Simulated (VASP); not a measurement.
Set up this calculation in VASP 6.6.1, as the native input.

```
Task                   : relaxation of cell and atoms
Functional             : PBEsol
Potentials or basis    : VASP PAW PBE potentials, release 64 (Lu, H)
Cutoff                 : 600 eV
k mesh                 : 14 × 14 × 14
Occupations            : gaussian, width 0.1 eV
Spin                   : no spin polarisation
Dipole correction      : no
Further INCAR settings : ALGO = Normal; EDIFF = 1e-07; IBRION = 2; EDIFFG = -0.005; NSW = 100; ISIF = 3
```

The structure of LuH2 lies in POSCAR:

```
LuH2
1.0
    0.0000000000      2.5165000000      2.5165000000
    2.5165000000      0.0000000000      2.5165000000
    2.5165000000      2.5165000000      0.0000000000
Lu H
1 2
Direct
    0.0000000000      0.0000000000      0.0000000000
    0.2500000000      0.2500000000      0.2500000000
    0.7500000000      0.7500000000      0.7500000000
```

One way to write it, as run:

INCAR

```
  PREC = Accurate
  ENCUT = 600
  EDIFF = 1E-7
  ISMEAR = 0
  SIGMA = 0.1
  LREAL = False
  LASPH = True
  NELM = 100
  ALGO = Normal
  ISIF = 3
  LWAVE = False
  LCHARG = False
  GGA = PS
  IBRION = 2
  NSW = 100
  EDIFFG = -0.005
```

KPOINTS

```
Automatic mesh
0
Gamma
  14 14 14
```

Potentials or basis: VASP PAW PBE potentials, release 64 (Lu, H).

Launch:

```console
$ cat potpaw_PBE.64/Lu/POTCAR potpaw_PBE.64/H/POTCAR > POTCAR
$ mpirun -np 1 vasp_std > vasp.out
```

Results of the run:

```json
{"Relaxed volume": "10.20 Å³/atom", "Relaxed cell": "a = 3.511 Å, b = 3.511 Å, c = 3.511 Å, α = 60.00°, β = 60.00°, γ = 60.00°", "Space group after relaxing (to 0.05 Å)": "Fm-3m (No. 225)", "Energy gained by relaxing": "5.0 meV/atom", "Ionic steps": "4", "Pressure after relaxing": "0.0 GPa"}
```

Caveat: the PAW data sets were made with another functional, which shifts forces and pressure a little.

It took 3.7 min on 1 thread of Intel(R) Xeon(R) Platinum 8259CL CPU @ 2.50GHz (Skylake/Cascade Lake) (shared host), peak memory 0.23 GiB.
